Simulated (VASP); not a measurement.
# KSbBr (P4/nmm) in VASP: single point with r2SCAN

Aim: the single point of KSbBr with r2SCAN.

All numbers are computed with VASP 6.6.1; they aren't measurements. Logs are shortened: lines on timing, memory, paths and dates and some standing lists are left out, and cuts for length are marked.

### 1 The cell of the first run

Symmetry: P4/nmm, No. 129, tetragonal system. Conventional cell: a = 5.034 Å, b = 5.034 Å, c = 8.832 Å, α = 90.00°, β = 90.00°, γ = 90.00°. Within 5.0 Å of K (site symmetry 4mm) lie 6 Sb at 3.79 to 4.77 Å and 4 Br at 3.95 Å and 4 K at 4.50 Å. Sb (site symmetry 4mm) has 4 Br at 3.06 Å and 4 K at 3.79 Å within 4.0 Å. Br (site symmetry -4m2) has 4 Sb at 3.06 Å and 4 Br at 3.56 Å and 4 K at 3.95 Å within 4.0 Å.

### 2 Single point, r2SCAN

File POSCAR:

```
KSbBr
1.0
    5.0344860000      0.0000000000      0.0000000000
    0.0000000000      5.0344860000      0.0000000000
    0.0000000000      0.0000000000      8.8323740000
K Sb Br
2 2 2
Direct
    0.0000000000      0.5000000000      0.6560000000
    0.5000000000      0.0000000000      0.3440000000
    0.0000000000      0.5000000000      0.1960000000
    0.5000000000      0.0000000000      0.8040000000
    0.0000000000      0.0000000000      0.0000000000
    0.5000000000      0.5000000000      0.0000000000
```

File INCAR.step1:

```
  ALGO = Normal
  EDIFF = 1E-4
  ENCUT = 520
  GGA = PE
  ISMEAR = -1
  LASPH = T
  LCHARG = F
  LREAL = F
  LWAVE = T
  NBANDS = 30
  NELM = 100
  PREC = Accurate
  SIGMA = 0.0101
```

File INCAR.step2:

```
  ALGO = Normal
  EDIFF = 1E-6
  ENCUT = 520
  ISIF = 2
  ISMEAR = -1
  ISTART = 1
  LASPH = T
  LCHARG = F
  LMIXTAU = T
  LREAL = F
  LWAVE = F
  METAGGA = R2SCAN
  NBANDS = 30
  NELM = 100
  PREC = Accurate
  SIGMA = 0.0101
```

File KPOINTS:

```
k-points
0
Gamma
  5 5 3
```

Potentials or basis: VASP PAW PBE potentials, release 64 (K_sv, Sb, Br).

Started as:

```sh
$ cat potpaw_PBE.64/K_sv/POTCAR potpaw_PBE.64/Sb/POTCAR potpaw_PBE.64/Br/POTCAR > POTCAR
$ cp INCAR.step1 INCAR
$ mpirun -np 1 vasp_std > vasp.out
$ cp INCAR.step2 INCAR
$ mpirun -np 1 vasp_std > vasp.out
```

OUTCAR:

```text
EDIFF = 1E-6
   ENCUT = 520
   ISIF = 2
   ISMEAR = -1
   ISTART = 1
   LASPH = T
   LREAL = F
   METAGGA = R2SCAN
   NELM = 100
   PREC = Accurate

 ion  position               nearest neighbor table
   1  0.000  0.500  0.656-   4 3.79   4 3.79   4 3.79   4 3.79
   2  0.500  0.000  0.344-   3 3.79   3 3.79   3 3.79   3 3.79
   3  0.000  0.500  0.196-   5 3.06   6 3.06   5 3.06   6 3.06   2 3.79   2 3.79   2 3.79   2 3.79

   4  0.500  0.000  0.804-   5 3.06   6 3.06   6 3.06   5 3.06   1 3.79   1 3.79   1 3.79   1 3.79

   5  0.000  0.000  0.000-   3 3.06   4 3.06   3 3.06   4 3.06
   6  0.500  0.500  0.000-   3 3.06   4 3.06   4 3.06   3 3.06

  LATTYP: Found a simple tetragonal cell.
 ALAT       =     5.0344860000
 C/A-ratio  =     1.7543745280

  Lattice vectors:

 A1 = (   5.0344860000,   0.0000000000,   0.0000000000)
 A2 = (   0.0000000000,   5.0344860000,   0.0000000000)
 A3 = (   0.0000000000,   0.0000000000,   8.8323740000)

Analysis of symmetry for initial positions (statically):
=====================================================================
 Subroutine PRICEL returns:
 Original cell was already a primitive cell.

 Routine SETGRP: Setting up the symmetry group for a
 simple tetragonal supercell.

 Subroutine GETGRP returns: Found 16 space group operations
 (whereof  8 operations were pure point group operations)
 out of a pool of 16 trial point group operations.

The static configuration has the point symmetry D_2d.
 The point group associated with its full space group is D_4h.

Analysis of symmetry for dynamics (positions and initial velocities):
=====================================================================
 Subroutine PRICEL returns:
 Original cell was already a primitive cell.

 Routine SETGRP: Setting up the symmetry group for a
 simple tetragonal supercell.

 Subroutine GETGRP returns: Found 16 space group operations
 (whereof  8 operations were pure point group operations)
 out of a pool of 16 trial point group operations.

The dynamic configuration has the point symmetry D_2d.
 The point group associated with its full space group is D_4h.

 Subroutine INISYM returns: Found 16 space group operations
 (whereof  8 operations are pure point group operations),
 and found     1 'primitive' translations

----------------------------------------------------------------------------------------

                                     Primitive cell

  volume of cell :     223.8658

  direct lattice vectors                    reciprocal lattice vectors
     5.034486000  0.000000000  0.000000000     0.198630009  0.000000000  0.000000000
     0.000000000  5.034486000  0.000000000     0.000000000  0.198630009  0.000000000
     0.000000000  0.000000000  8.832374000     0.000000000  0.000000000  0.113219843

  length of vectors
     5.034486000  5.034486000  8.832374000     0.198630009  0.198630009  0.113219843

  position of ions in fractional coordinates (direct lattice)
     0.000000000  0.500000000  0.656000000
     0.500000000  0.000000000  0.344000000
     0.000000000  0.500000000  0.196000000
     0.500000000  0.000000000  0.804000000
     0.000000000  0.000000000  0.000000000
     0.500000000  0.500000000  0.000000000

  ion indices of the primitive-cell ions
   primitive index   ion index
                 1           1
                 2           2
                 3           3
                 4           4
                 5           5
                 6           6

----------------------------------------------------------------------------------------

 KPOINTS: k-points

Automatic generation of k-mesh.
 Grid dimensions read from file:
 generate k-points for:    5    5    3

 Generating k-lattice:

  Cartesian coordinates                     Fractional coordinates (reciprocal lattice)
     0.039726002  0.000000000  0.000000000     0.200000000  0.000000000  0.000000000
     0.000000000  0.039726002  0.000000000     0.000000000  0.200000000  0.000000000
     0.000000000  0.000000000  0.037739948     0.000000000  0.000000000  0.333333333

  Length of vectors
     0.039726002  0.039726002  0.037739948

  Shift w.r.t. Gamma in fractional coordinates (k-lattice)
     0.000000000  0.000000000  0.000000000

 Subroutine IBZKPT returns following result:
 ===========================================

 Found     12 irreducible k-points:

 Following reciprocal coordinates:
            Coordinates               Weight
  0.000000  0.000000  0.000000      1.000000
  0.200000  0.000000  0.000000      4.000000
  0.400000  0.000000  0.000000      4.000000
  0.200000  0.200000  0.000000      4.000000
  0.400000  0.200000  0.000000      8.000000
  0.400000  0.400000  0.000000      4.000000
  0.000000  0.000000  0.333333      2.000000
  0.200000  0.000000  0.333333      8.000000
  0.400000  0.000000  0.333333      8.000000
  0.200000  0.200000  0.333333      8.000000
  0.400000  0.200000  0.333333     16.000000
  0.400000  0.400000  0.333333      8.000000
   k-points           NKPTS =     12   k-points in BZ     NKDIM =     12   number of bands    NBANDS=     30
   number of dos      NEDOS =    301   number of ions     NIONS =      6
   total plane-waves  NPLWV = 112000
   dimension x,y,z NGX =    40 NGY =   40 NGZ =   70
   dimension x,y,z NGXF=    80 NGYF=   80 NGZF=  140
   ions per type =               2   2   2
   NGX,Y,Z   is equivalent  to a cutoff of  13.21, 13.21, 13.18 a.u.
   NGXF,Y,Z  is equivalent  to a cutoff of  26.42, 26.42, 26.35 a.u.
 SYSTEM =  unknown system
   PREC   = accura    normal or accurate (medium, high low for compatibility)
   ISTART =      1    job   : 0-new  1-cont  2-samecut
   ICHARG =      0    charge: 1-file 2-atom 10-const
   ISPIN  =      1    spin polarized calculation?
   LNONCOLLINEAR =      F non collinear calculations
   LSORBIT =      F    spin-orbit coupling
   LASPH  =      T    aspherical Exc in radial PAW
   ENCUT  =  520.0 eV  38.22 Ry    6.18 a.u.   9.36  9.36 16.42*2*pi/ulx,y,z
   NELM   =    100;   NELMIN=  2; NELMDL=  0     # of ELM steps
   EDIFF  = 0.1E-05   stopping-criterion for ELM
   LREAL  =      F    real-space projection
   EDIFFG = 0.1E-04   stopping-criterion for IOM
   NSW    =      0    number of steps for IOM
   IBRION =     -1    ionic relax: 0-MD 1-quasi-New 2-CG
   NFREE  =      0    steps in history (QN), initial steepest desc. (CG)
   ISIF   =      2    stress and relaxation
   ISYM   =      2    0-nonsym 1-usesym 2-fastsym
   POTIM  = 0.5000    time-step for ionic-motion
   TEBEG  =    0.0;   TEEND  =   0.0 temperature during run
   PSTRESS=    0.0 pullay stress
   NELECT =      42.0000    total number of electrons
   NUPDOWN=      -1.0000    fix difference up-down
   EMIN   =  10.00;   EMAX   =-10.00  energy-range for DOS
   EFERMI =   0.00;   METHOD = LEGACY
   ISMEAR =    -1;   SIGMA  =   0.01  broadening in eV -4-tet -1-fermi 0-gaus
   EFERMI_NEDOS =   21; number of points for ismear=-14 and -15
   IALGO  =     38    algorithm
   IMIX   =      4    mixing-type and parameters
     AMIX     =   0.40;   BMIX     =  1.00
     AMIX_MAG =   1.60;   BMIX_MAG =  1.00
  volume/ion in A,a.u.               =      37.31       251.79
  Fermi-wavevector in a.u.,A,eV,Ry     =   0.937192  1.771037 11.950396  0.878329
  Thomas-Fermi vector in A             =   2.064278
   LORBIT       =      0    0 simple, 1 ext, 2 COOP (PROOUT), +10 PAW based schemes
   METAGGA = R2SCAN    functional components
   LHFCALC =     F    Hartree Fock is set to
   AEXX    =    0.0000 exact exchange contribution
   IVDW    =     0    specifies the selected vdW correction
   LEPSILON=     F    determine dielectric tensor
   LRPA    =     F    only Hartree local field effects (RPA)
 non-spin polarized calculation
  energy-cutoff  :      520.00
  volume of cell :      223.87
 maximum number of plane-waves:      6065
 NGX is ok and might be reduce to    40
   NGX = 19   NGY = 19   NGZ = 33

 number of electron      41.9999995 magnetization

 Free energy of the ion-electron system (eV)
  ---------------------------------------------------
  ext. energy  EPLUGINS =         0.00000000
  ---------------------------------------------------
  free energy    TOTEN  =       -89.80386336 eV

  energy without entropy =      -89.80060968  energy(sigma->0) =      -89.80223652

 E-fermi :   2.5657     XC(G=0):  -8.1892

 val. band max:        2.5635458617   @ k =   0.4000   0.0000   0.3333
 cond. band min:       2.5788388512   @ k =   0.4000   0.2000   0.0000
 fundamental gap:      0.0152929895
 Fermi energy:         2.5657419598

 k-point     1 :       0.0000    0.0000    0.0000
  band No.  band energies     occupation
      1     -30.1080      2.00000
      2     -30.1035      2.00000
      3     -14.4409      2.00000
      4     -13.5145      2.00000
      5     -12.8313      2.00000
      6     -12.8313      2.00000
[... 22 lines left out ...]
     29       7.5287      0.00000
     30       7.7432      0.00000

 k-point     2 :       0.2000    0.0000    0.0000
  band No.  band energies     occupation
      1     -30.1074      2.00000
      2     -30.1037      2.00000
      3     -14.3515      2.00000
      4     -13.5984      2.00000
      5     -12.8441      2.00000
      6     -12.8391      2.00000
[... 22 lines left out ...]
     29       7.6033      0.00000
     30       7.7295      0.00000

 k-point     3 :       0.4000    0.0000    0.0000
  band No.  band energies     occupation
      1     -30.1060      2.00000
      2     -30.1046      2.00000
      3     -14.1160      2.00000
      4     -13.8262      2.00000
      5     -12.8574      2.00000
      6     -12.8544      2.00000
[... 286 lines left out ...]
     29       7.8398      0.00000
     30       8.1604      0.00000

 k-point    12 :       0.4000    0.4000    0.3333
  band No.  band energies     occupation
      1     -30.1051      2.00000
      2     -30.1046      2.00000
      3     -13.9655      2.00000
      4     -13.8727      2.00000
      5     -12.8525      2.00000
      6     -12.8506      2.00000
[... 22 lines left out ...]
     29       7.9161      0.00000
     30       8.1547      0.00000

------------------------ aborting loop because EDIFF is reached ----------------------------------------

  FORCE on cell =-STRESS in cart. coord.  units (eV):
  Direction    XX          YY          ZZ          XY          YZ          ZX
  --------------------------------------------------------------------------------------
  -------------------------------------------------------------------------------------
  Total        3.6188906      3.6188906     -1.7091750      0.0000000     -0.0000000      0.0000000
  in kB       25.8999130     25.8999130    -12.2323354      0.0000000     -0.0000000      0.0000000
  external PRESSURE =      13.1891635 kB  Pullay stress =       0.0000000 kB

 VOLUME and BASIS-vectors are now :
 -----------------------------------------------------------------------------
  energy-cutoff  :      520.00
  volume of cell :      223.87
      direct lattice vectors                 reciprocal lattice vectors
     5.034486000  0.000000000  0.000000000     0.198630009  0.000000000  0.000000000
     0.000000000  5.034486000  0.000000000     0.000000000  0.198630009  0.000000000
     0.000000000  0.000000000  8.832374000     0.000000000  0.000000000  0.113219843

 POSITION                                       TOTAL-FORCE (eV/Angst)
 -----------------------------------------------------------------------------------
      0.00000      2.51724      5.79404         0.000000      0.000000      0.296651
      2.51724      0.00000      3.03834         0.000000     -0.000000     -0.296651
      0.00000      2.51724      1.73115         0.000000      0.000000      0.394995
      2.51724      0.00000      7.10123         0.000000      0.000000     -0.394995
      0.00000      0.00000      0.00000         0.000000      0.000000     -0.000000
      2.51724      2.51724      0.00000        -0.000000      0.000000     -0.000000
 -----------------------------------------------------------------------------------
    total drift:                                0.000000     -0.000000     -0.000000

  FREE ENERGIE OF THE ION-ELECTRON SYSTEM (eV)
  ---------------------------------------------------
  free  energy   TOTEN  =       -89.8038633627 eV

  energy  without entropy=      -89.8006096773  energy(sigma->0) =      -89.80223652
```

Run time: 3.2 min. Hardware: 1 thread of Intel Xeon Platinum 8488C (Sapphire Rapids), shared host; peak memory 0.4 GiB.

What came out:

```
Free energy            : -89.8039 eV
Pressure               : 1.3 GPa
Largest force          : 0.395 eV/Å
Band gap on the k mesh : zero (band 21 reaches 2.72 eV, above the bottom of band 22 at 2.24 eV)
```

Forces on the atoms (eV/Å):
```
K    0.000  0.000  0.297
K    0.000  0.000 -0.297
Sb   0.000  0.000  0.395
Sb   0.000  0.000 -0.395
Br   0.000  0.000  0.000
Br   0.000  0.000  0.000
```

Levels at points of the mesh, in eV from the Fermi level:
```tsv
k point	band 18	band 19	band 20	band 21	band 22	band 23	band 24	band 25
(0.00, 0.00, 0.00)	-3.39	-1.57	-1.14	-0.32	-0.32	0.76	0.76	2.36
```

Caveat: the PAW data sets were made with another functional, which shifts forces and pressure a little; spin-orbit coupling is left out, which moves the levels of the heavy elements.
